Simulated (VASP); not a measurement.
Write the native input for VASP 6.6.1 that does the following.

```
Task                   : relaxation of the atoms
Functional             : PBEsol
Potentials or basis    : VASP PAW PBE potentials, release 64 (Fe, Si)
Cutoff                 : 520 eV
k mesh                 : 8 × 8 × 8
Occupations            : gaussian, width 0.01 eV
Spin                   : no spin polarisation
Dipole correction      : no
Further INCAR settings : ALGO = Normal; EDIFF = 1e-06; IBRION = 2; EDIFFG = -0.003; NSW = 80
```

The structure of FeSi lies in POSCAR:

```
FeSi
1.0
    4.4820000000      0.0000000000      0.0000000000
    0.0000000000      4.4820000000      0.0000000000
    0.0000000000      0.0000000000      4.4820000000
Fe Si
4 4
Direct
    0.1365200000      0.1365200000      0.1365200000
    0.3634800000      0.8634800000      0.6365200000
    0.6365200000      0.3634800000      0.8634800000
    0.8634800000      0.6365200000      0.3634800000
    0.8424000000      0.8424000000      0.8424000000
    0.6576000000      0.1576000000      0.3424000000
    0.3424000000      0.6576000000      0.1576000000
    0.1576000000      0.3424000000      0.6576000000
```

These files were run (other wordings do the same):

INCAR

```
SYSTEM = FeSi
PREC = Accurate
ENCUT = 520
EDIFF = 1E-6
ISMEAR = 0
SIGMA = 0.01
LREAL = .FALSE.
LASPH = .TRUE.
NELM = 80
ALGO = Normal
ISIF = 2
LWAVE = .FALSE.
LCHARG = .FALSE.
GGA = PS
IBRION = 2
NSW = 80
EDIFFG = -0.003
```

KPOINTS

```
Automatic mesh
0
G
  8 8 8
  0 0 0
```

Potentials or basis: VASP PAW PBE potentials, release 64 (Fe, Si).

Command:

```console
$ cat potpaw_PBE.64/Fe/POTCAR potpaw_PBE.64/Si/POTCAR > POTCAR
$ mpirun -np 1 vasp_std > vasp.out
```

Results of the run:

```yaml
Energy_gained_by_relaxing: 1.6 meV/atom
Ionic_steps: 5
Pressure_after_relaxing: -10.8 GPa
Band_gap_on_the_k_mesh: 0.14 eV (least direct gap 0.16 eV)
```

Caveat: the PAW data sets were made with another functional, which shifts forces and pressure a little.

Run time: 3.9 min on 1 thread of Intel(R) Xeon(R) Platinum 8488C (Sapphire Rapids), with other jobs on the host, peak memory 0.25 GiB.
